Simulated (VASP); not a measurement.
# Sc (P6_3/mmc) in VASP: notebook

Sc is run at these levels: r2SCAN; tasks: single point, relaxation of cell and atoms.

All numbers are computed with VASP 6.6.1; they aren't measurements. Logs are shortened: lines on timing, memory, paths and dates and some standing lists are left out, and cuts for length are marked.

## (1) The cell of the first run

It takes space group P6_3/mmc (No. 194, hexagonal). Conventional cell: a = 3.331 Å, b = 3.331 Å, c = 5.191 Å, α = 90.00°, β = 90.00°, γ = 120.00°. Sc (site symmetry -6m2) has 12 Sc at 3.23 to 3.33 Å within 4.2 Å.

## (2) Single point, r2SCAN

Input file POSCAR:

```
Sc
1.0
    3.3309226006      0.0000000029      0.0000000000
   -1.6654613028      2.8846635887      0.0000000000
    0.0000000000      0.0000000000      5.1910135664
Sc
2
Direct
    0.3333333333      0.6666666667      0.2500000000
    0.6666666667      0.3333333333      0.7500000000
```

Input file INCAR.step1:

```
ALGO     = Normal         # electronic algorithm
EDIFF    = 1E-4           # SCF threshold, eV
ENCUT    = 520            # plane-wave cutoff, eV
GGA      = PE             # functional
ISMEAR   = 0              # smearing method
LASPH    = T              # aspherical terms in the spheres
LCHARG   = F              # write CHGCAR
LREAL    = F              # projectors in reciprocal space
LWAVE    = T              # write WAVECAR
NBANDS   = 18             # bands
NELM     = 80             # most SCF steps
PREC     = Accurate       # precision mode
SIGMA    = 0.1            # smearing width, eV
```

Input file INCAR.step2:

```
ALGO     = Normal         # electronic algorithm
EDIFF    = 1E-6           # SCF threshold, eV
ENCUT    = 520            # plane-wave cutoff, eV
ISIF     = 2              # what is computed and relaxed
ISMEAR   = 0              # smearing method
ISTART   = 1            
LASPH    = T              # aspherical terms in the spheres
LCHARG   = F              # write CHGCAR
LMIXTAU  = T            
LREAL    = F              # projectors in reciprocal space
LWAVE    = F              # write WAVECAR
METAGGA  = R2SCAN         # meta-GGA
NBANDS   = 18             # bands
NELM     = 80             # most SCF steps
PREC     = Accurate       # precision mode
SIGMA    = 0.1            # smearing width, eV
```

Input file KPOINTS:

```
k-points
0
Gamma
  12 12 8
```

Potentials or basis: VASP PAW PBE potentials, release 64 (Sc_sv).

The run is started by

```bash
cat potpaw_PBE.64/Sc_sv/POTCAR > POTCAR
cp INCAR.step1 INCAR
mpirun -np 1 vasp_std > vasp.out
cp INCAR.step2 INCAR
mpirun -np 1 vasp_std > vasp.out
```

OUTCAR:

```text
EDIFF = 1E-6
   ENCUT = 520
   ISIF = 2
   ISMEAR = 0
   ISTART = 1
   LASPH = T
   LREAL = F
   METAGGA = R2SCAN
   NELM = 80
   PREC = Accurate

 ion  position               nearest neighbor table
   1  0.333  0.667  0.250-   2 3.23   2 3.23   2 3.23   2 3.23   2 3.23   2 3.23
   2  0.667  0.333  0.750-   1 3.23   1 3.23   1 3.23   1 3.23   1 3.23   1 3.23

  LATTYP: Found a hexagonal cell.
 ALAT       =     3.3309226006
 C/A-ratio  =     1.5584311582

  Lattice vectors:

 A1 = (   3.3309226006,   0.0000000029,   0.0000000000)
 A2 = (  -1.6654613028,   2.8846635887,   0.0000000000)
 A3 = (   0.0000000000,   0.0000000000,   5.1910135664)

Analysis of symmetry for initial positions (statically):
=====================================================================
 Subroutine PRICEL returns:
 Original cell was already a primitive cell.

 Routine SETGRP: Setting up the symmetry group for a
 hexagonal supercell.

 Subroutine GETGRP returns: Found 24 space group operations
 (whereof 12 operations were pure point group operations)
 out of a pool of 24 trial point group operations.

The static configuration has the point symmetry D_3d.
 The point group associated with its full space group is D_6h.

Analysis of symmetry for dynamics (positions and initial velocities):
=====================================================================
 Subroutine PRICEL returns:
 Original cell was already a primitive cell.

 Routine SETGRP: Setting up the symmetry group for a
 hexagonal supercell.

 Subroutine GETGRP returns: Found 24 space group operations
 (whereof 12 operations were pure point group operations)
 out of a pool of 24 trial point group operations.

The dynamic configuration has the point symmetry D_3d.
 The point group associated with its full space group is D_6h.

 Subroutine INISYM returns: Found 24 space group operations
 (whereof 12 operations are pure point group operations),
 and found     1 'primitive' translations

----------------------------------------------------------------------------------------

                                     Primitive cell

  volume of cell :      49.8783

  direct lattice vectors                    reciprocal lattice vectors
     3.330922601  0.000000003  0.000000000     0.300217123  0.173330437  0.000000000
    -1.665461303  2.884663589  0.000000000    -0.000000000  0.346660874  0.000000000
     0.000000000  0.000000000  5.191013566     0.000000000  0.000000000  0.192640606

  length of vectors
     3.330922601  3.330922601  5.191013566     0.346660874  0.346660874  0.192640606

  position of ions in fractional coordinates (direct lattice)
     0.333333333  0.666666667  0.250000000
     0.666666667  0.333333333  0.750000000

  ion indices of the primitive-cell ions
   primitive index   ion index
                 1           1
                 2           2

----------------------------------------------------------------------------------------

 KPOINTS: k-points

Automatic generation of k-mesh.
 Grid dimensions read from file:
 generate k-points for:   12   12    8

 Generating k-lattice:

  Cartesian coordinates                     Fractional coordinates (reciprocal lattice)
     0.025018094  0.014444203  0.000000000     0.083333333  0.000000000  0.000000000
    -0.000000000  0.028888406  0.000000000    -0.000000000  0.083333333  0.000000000
     0.000000000  0.000000000  0.024080076     0.000000000  0.000000000  0.125000000

  Length of vectors
     0.028888406  0.028888406  0.024080076

  Shift w.r.t. Gamma in fractional coordinates (k-lattice)
     0.000000000  0.000000000  0.000000000

 Subroutine IBZKPT returns following result:
 ===========================================

 Found     95 irreducible k-points:

 Following reciprocal coordinates:
            Coordinates               Weight
  0.000000  0.000000  0.000000      1.000000
  0.083333 -0.000000  0.000000      6.000000
  0.166667 -0.000000  0.000000      6.000000
  0.250000 -0.000000  0.000000      6.000000
  0.333333 -0.000000  0.000000      6.000000
  0.416667 -0.000000  0.000000      6.000000
[... 16 lines left out ...]
  0.250000 -0.000000  0.125000     12.000000
  0.333333 -0.000000  0.125000     12.000000
 [... further k-points ...]
   k-points           NKPTS =     95   k-points in BZ     NKDIM =     95   number of bands    NBANDS=     18
   number of dos      NEDOS =    301   number of ions     NIONS =      2
   total plane-waves  NPLWV =  31360
   dimension x,y,z NGX =    28 NGY =   28 NGZ =   40
   dimension x,y,z NGXF=    56 NGYF=   56 NGZF=   80
   ions per type =               2
   NGX,Y,Z   is equivalent  to a cutoff of  13.97, 13.97, 12.81 a.u.
   NGXF,Y,Z  is equivalent  to a cutoff of  27.95, 27.95, 25.62 a.u.
 SYSTEM =  unknown system
   PREC   = accura    normal or accurate (medium, high low for compatibility)
   ISTART =      1    job   : 0-new  1-cont  2-samecut
   ICHARG =      0    charge: 1-file 2-atom 10-const
   ISPIN  =      1    spin polarized calculation?
   LNONCOLLINEAR =      F non collinear calculations
   LSORBIT =      F    spin-orbit coupling
   LASPH  =      T    aspherical Exc in radial PAW
   ENCUT  =  520.0 eV  38.22 Ry    6.18 a.u.   6.19  6.19  9.65*2*pi/ulx,y,z
   NELM   =     80;   NELMIN=  2; NELMDL=  0     # of ELM steps
   EDIFF  = 0.1E-05   stopping-criterion for ELM
   LREAL  =      F    real-space projection
   EDIFFG = 0.1E-04   stopping-criterion for IOM
   NSW    =      0    number of steps for IOM
   IBRION =     -1    ionic relax: 0-MD 1-quasi-New 2-CG
   NFREE  =      0    steps in history (QN), initial steepest desc. (CG)
   ISIF   =      2    stress and relaxation
   ISYM   =      2    0-nonsym 1-usesym 2-fastsym
   POTIM  = 0.5000    time-step for ionic-motion
   TEBEG  =    0.0;   TEEND  =   0.0 temperature during run
   PSTRESS=    0.0 pullay stress
   NELECT =      22.0000    total number of electrons
   NUPDOWN=      -1.0000    fix difference up-down
   EMIN   =  10.00;   EMAX   =-10.00  energy-range for DOS
   EFERMI =   0.00;   METHOD = LEGACY
   ISMEAR =     0;   SIGMA  =   0.10  broadening in eV -4-tet -1-fermi 0-gaus
   EFERMI_NEDOS =   21; number of points for ismear=-14 and -15
   IALGO  =     38    algorithm
   IMIX   =      4    mixing-type and parameters
     AMIX     =   0.40;   BMIX     =  1.00
     AMIX_MAG =   1.60;   BMIX_MAG =  1.00
  volume/ion in A,a.u.               =      24.94       168.30
  Fermi-wavevector in a.u.,A,eV,Ry     =   1.246173  2.354926 21.129138  1.552948
  Thomas-Fermi vector in A             =   2.380363
   LORBIT       =      0    0 simple, 1 ext, 2 COOP (PROOUT), +10 PAW based schemes
   METAGGA = R2SCAN    functional components
   LHFCALC =     F    Hartree Fock is set to
   AEXX    =    0.0000 exact exchange contribution
   IVDW    =     0    specifies the selected vdW correction
   LEPSILON=     F    determine dielectric tensor
   LRPA    =     F    only Hartree local field effects (RPA)
 non-spin polarized calculation
 Gauss-broadening in eV      SIGMA  =   0.10
  energy-cutoff  :      520.00
  volume of cell :       49.88
 maximum number of plane-waves:      1375
 NGX is ok and might be reduce to    28
   NGX = 13   NGY = 13   NGZ = 19

 number of electron      21.9999996 magnetization

 Free energy of the ion-electron system (eV)
  ---------------------------------------------------
  ext. energy  EPLUGINS =         0.00000000
  ---------------------------------------------------
  free energy    TOTEN  =       -22.72169661 eV

  energy without entropy =      -22.70159691  energy(sigma->0) =      -22.71164676

 E-fermi :   3.6488     XC(G=0): -10.5542

 val. band max:        3.6473223184   @ k =   0.4167   0.0833   0.3750
 cond. band min:       3.6495897228   @ k =   0.4167   0.1667   0.3750
 fundamental gap:      0.0022674044
 Fermi energy:         3.6487934932

 k-point     1 :       0.0000    0.0000    0.0000
  band No.  band energies     occupation
      1     -47.8978      2.00000
      2     -47.8273      2.00000
      3     -25.7570      2.00000
      4     -25.4071      2.00000
      5     -25.4071      2.00000
      6     -25.3417      2.00000
[... 10 lines left out ...]
     17       6.2149      0.00000
     18       6.2149      0.00000

 k-point     2 :       0.0833   -0.0000    0.0000
  band No.  band energies     occupation
      1     -47.8946      2.00000
      2     -47.8263      2.00000
      3     -25.7479      2.00000
      4     -25.4244      2.00000
      5     -25.4131      2.00000
      6     -25.3599      2.00000
[... 10 lines left out ...]
     17       6.0867      0.00000
     18       6.1174      0.00000

 k-point     3 :       0.1667   -0.0000    0.0000
  band No.  band energies     occupation
      1     -47.8856      2.00000
      2     -47.8235      2.00000
      3     -25.7218      2.00000
      4     -25.4720      2.00000
      5     -25.4291      2.00000
      6     -25.4086      2.00000
[... 10 lines left out ...]
     17       6.2050      0.00000
     18       6.3035      0.00000

 k-point     4 :       0.2500   -0.0000    0.0000
  band No.  band energies     occupation
      1     -47.8727      2.00000
      2     -47.8203      2.00000
      3     -25.6825      2.00000
      4     -25.5379      2.00000
      5     -25.4730      2.00000
      6     -25.4500      2.00000
[... 375 lines left out ...]
      4     -25.4674      2.00000
      5     -25.4261      2.00000
      6     -25.4202      2.00000
[... 10 lines left out ...]
     17       6.3188      0.00000
     18       6.3690      0.00000

 k-point    23 :       0.2500   -0.0000    0.1250
  band No.  band energies     occupation
      1     -47.8707      2.00000
      2     -47.8223      2.00000
      3     -25.6786      2.00000
      4     -25.5289      2.00000
      5     -25.4845      2.00000
      6     -25.4466      2.00000
[... 10 lines left out ...]
     17       6.6485      0.00000
     18       6.6944      0.00000

 k-point    24 :       0.3333   -0.0000    0.1250
  band No.  band energies     occupation
      1     -47.8571      2.00000
      2     -47.8198      2.00000
      3     -25.6570      2.00000
      4     -25.5776      2.00000
      5     -25.5435      2.00000
      6     -25.4664      2.00000
[... 10 lines left out ...]
     17       7.0848      0.00000
     18       7.1446      0.00000

 [... further k-points ...]
[... 5 lines left out ...]
  --------------------------------------------------------------------------------------
  -------------------------------------------------------------------------------------
  Total        0.0343996      0.0343996      0.0364036      0.0000000      0.0000000     -0.0000000
  in kB        1.1049731      1.1049731      1.1693466      0.0000000      0.0000000     -0.0000000
  external PRESSURE =       1.1264309 kB  Pullay stress =       0.0000000 kB

 VOLUME and BASIS-vectors are now :
 -----------------------------------------------------------------------------
  energy-cutoff  :      520.00
  volume of cell :       49.88
      direct lattice vectors                 reciprocal lattice vectors
     3.330922601  0.000000003  0.000000000     0.300217123  0.173330437  0.000000000
    -1.665461303  2.884663589  0.000000000    -0.000000000  0.346660874  0.000000000
     0.000000000  0.000000000  5.191013566     0.000000000  0.000000000  0.192640606

 POSITION                                       TOTAL-FORCE (eV/Angst)
 -----------------------------------------------------------------------------------
     -0.00000      1.92311      1.29775        -0.000000      0.000000     -0.000000
      1.66546      0.96155      3.89326         0.000000     -0.000000      0.000000
 -----------------------------------------------------------------------------------
    total drift:                               -0.000000      0.000000     -0.000000

  FREE ENERGIE OF THE ION-ELECTRON SYSTEM (eV)
  ---------------------------------------------------
  free  energy   TOTEN  =       -22.7216966081 eV

  energy  without entropy=      -22.7015969116  energy(sigma->0) =      -22.71164676
```

Wall time 3.1 min (1 thread of Intel Xeon 6975P-C (Granite Rapids), shared host); peak memory 0.23 GiB.

Results:

| Quantity | Value |
| --- | --- |
| Free energy | -22.7217 eV |
| Pressure | 0.1 GPa |
| Band gap on the k mesh | zero (bands 11 and 12 overlap by 1.57 eV) |

Caveat: the PAW data sets were made with another functional, which shifts forces and pressure a little.

## (3) Single point, r2SCAN

This run uses another cell than the first one, of 25.12 Å³/atom.

Input file POSCAR:

```
Sc
1.0
    3.3288136966      0.0000000029      0.0000000000
   -1.6644068508      2.8828372243      0.0000000000
    0.0000000000      0.0000000000      5.2350904693
Sc
2
Direct
    0.3333333333      0.6666666667      0.2500000000
    0.6666666667      0.3333333333      0.7500000000
```

Input file INCAR.step1:

```
  ALGO = Normal
  EDIFF = 1E-4
  ENCUT = 520
  GGA = PE
  ISMEAR = -1
  LASPH = True
  LCHARG = False
  LREAL = False
  LWAVE = True
  NBANDS = 18
  NELM = 80
  PREC = Accurate
  SIGMA = 0.15
```

Input file INCAR.step2:

```
  ALGO = Normal
  EDIFF = 1E-7
  ENCUT = 520
  ISIF = 2
  ISMEAR = -1
  ISTART = 1
  LASPH = True
  LCHARG = False
  LMIXTAU = True
  LREAL = False
  LWAVE = False
  METAGGA = R2SCAN
  NBANDS = 18
  NELM = 80
  PREC = Accurate
  SIGMA = 0.15
```

KPOINTS is that of step 2.

Potentials or basis: VASP PAW PBE potentials, release 64 (Sc_sv).

The run is started by

```bash
cat potpaw_PBE.64/Sc_sv/POTCAR > POTCAR
cp INCAR.step1 INCAR
mpirun -np 1 vasp_std > vasp.out
cp INCAR.step2 INCAR
mpirun -np 1 vasp_std > vasp.out
```

It took 3.4 min on 1 thread of Intel Xeon 6975P-C (Granite Rapids), shared host; peak memory 0.23 GiB.

Results (log left out):

```yaml
Free_energy: -22.8468 eV
Pressure: 0.1 GPa
Band_gap_on_the_k_mesh: zero (bands 11 and 12 overlap by 1.52 eV)
```

Levels at points of the mesh, in eV from the Fermi level:
```
           k point  band 9  band 10  band 11  band 12  band 13  band 14
(0.00, 0.00, 0.00)   -5.48    -1.70     0.33     1.79     1.79     2.00
(0.50, 0.00, 0.00)   -1.70    -1.12    -0.67    -0.41     1.35     1.56
(0.00, 0.00, 0.50)   -3.89    -3.89     1.05     1.05     1.72     1.72
(0.50, 0.00, 0.50)   -1.51    -1.51     0.02     0.02     1.28     1.28
```

Caveat: the PAW data sets were made with another functional, which shifts forces and pressure a little.

## (4) Relaxation of cell and atoms, r2SCAN

Input file POSCAR:

```
Sc
1.0
    3.3309226006      0.0000000029      0.0000000000
   -1.6654613028      2.8846635887      0.0000000000
    0.0000000000      0.0000000000      5.1910135664
Sc
2
Direct
    0.3333333333      0.6666666667      0.2500000000
    0.6666666667      0.3333333333      0.7500000000
```

Input file INCAR.step1:

```
ALGO     = Normal         # electronic algorithm
EDIFF    = 1E-4           # SCF threshold, eV
ENCUT    = 600            # plane-wave cutoff, eV
GGA      = PE             # functional
ISMEAR   = -1             # smearing method
LASPH    = T              # aspherical terms in the spheres
LCHARG   = F              # write CHGCAR
LREAL    = F              # projectors in reciprocal space
LWAVE    = T              # write WAVECAR
NELM     = 80             # most SCF steps
PREC     = Accurate       # precision mode
SIGMA    = 0.15           # smearing width, eV
```

Input file INCAR.step2:

```
ALGO     = Normal         # electronic algorithm
EDIFF    = 1E-6           # SCF threshold, eV
EDIFFG   = -0.001         # ionic threshold
ENCUT    = 600            # plane-wave cutoff, eV
IBRION   = 2              # ionic algorithm
ISIF     = 3              # what is computed and relaxed
ISMEAR   = -1             # smearing method
ISTART   = 1            
LASPH    = T              # aspherical terms in the spheres
LCHARG   = F              # write CHGCAR
LMIXTAU  = T            
LREAL    = F              # projectors in reciprocal space
LWAVE    = F              # write WAVECAR
METAGGA  = R2SCAN         # meta-GGA
NELM     = 80             # most SCF steps
NSW      = 80             # ionic steps
PREC     = Accurate       # precision mode
SIGMA    = 0.15           # smearing width, eV
```

KPOINTS is that of step 3.

The run is started by

```bash
cat potpaw_PBE.64/Sc_sv/POTCAR > POTCAR
cp INCAR.step1 INCAR
mpirun -np 1 vasp_std > vasp.out
cp INCAR.step2 INCAR
mpirun -np 1 vasp_std > vasp.out
```

It took 13 min on 1 thread of Intel Xeon 6975P-C (Granite Rapids), shared host; peak memory 0.24 GiB.

It converged, with:

```yaml
Free_energy: -22.8472 eV
Relaxed_volume: 25.18 Å³/atom
Relaxed_cell: a = 3.331 Å, b = 3.331 Å, c = 5.241 Å, α = 90.00°, β = 90.00°, γ = 120.00°
Space_group_after_relaxing_to_0.1_Å: P6_3/mmc (No. 194)
Energy_gained_by_relaxing: 0.7 meV/atom
Ionic_steps: 7
Pressure_after_relaxing: 0.0 GPa
Band_gap_on_the_k_mesh: zero (bands 11 and 12 overlap by 1.51 eV)
```

The path:
```csv
step,energy change (eV),largest force (eV/Å),pressure (GPa),volume (Å³)
1,0.0000,0.0000,0.50,49.88
2,-0.0012,0.0000,-0.10,50.44
3,-0.0012,0.0000,-0.09,50.45
4,-0.0013,0.0000,-0.03,50.39
5,-0.0014,0.0000,-0.01,50.37
6,-0.0014,0.0000,0.04,50.34
7,-0.0014,0.0000,0.00,50.37
```

Final structure:
```
Sc
1.0
     3.33131    0.00000    0.00000
    -1.66565    2.88500    0.00000
     0.00000    0.00000    5.24051
Sc
2
Cartesian
  0.0000 1.9233 1.3101
  1.6657 0.9617 3.9304
```

Levels at points of the mesh, in eV from the Fermi level:
```
           k point  band 8  band 9  band 10  band 11  band 12  band 13  band 14  band 15
(0.00, 0.00, 0.00)  -29.02   -5.47    -1.69     0.33     1.78     1.78     1.99     2.24
(0.50, 0.00, 0.00)  -29.07   -1.70    -1.12    -0.67    -0.41     1.35     1.56     1.98
(0.00, 0.00, 0.50)  -29.06   -3.89    -3.89     1.04     1.04     1.71     1.71     1.71
(0.50, 0.00, 0.50)  -29.12   -1.51    -1.51     0.02     0.02     1.27     1.27     2.58
```

Caveat: the PAW data sets were made with another functional, which shifts forces and pressure a little.

## (5) The runs side by side

| task | cell | cutoff (eV) | smearing | gap on the mesh (eV) | pressure (GPa) |
| --- | --- | --- | --- | --- | --- |
| single point | a = 3.331, b = 3.331, c = 5.191 Å, angles 90.0, 90.0, 120.0°, 2 atoms | 520 | gaussian 0.1 eV | none | 0.1 |
| single point | a = 3.329, b = 3.329, c = 5.235 Å, angles 90.0, 90.0, 120.0°, 2 atoms | 520 | fermi-dirac 0.15 eV | none | 0.1 |
| relaxation of cell and atoms | relaxed from a = 3.331, b = 3.331, c = 5.191 Å, angles 90.0, 90.0, 120.0°, 2 atoms | 600 | fermi-dirac 0.15 eV | none | 0.0 |

Alike in all rows: level r2SCAN; potentials or basis VASP PAW PBE potentials, release 64 (Sc_sv); no spin polarisation; k mesh 12 × 12 × 8.

Caveats: the PAW data sets were made with another functional, which shifts forces and pressure a little.

Total energies depend on the potentials used, so only differences within one code and one set of settings carry meaning.
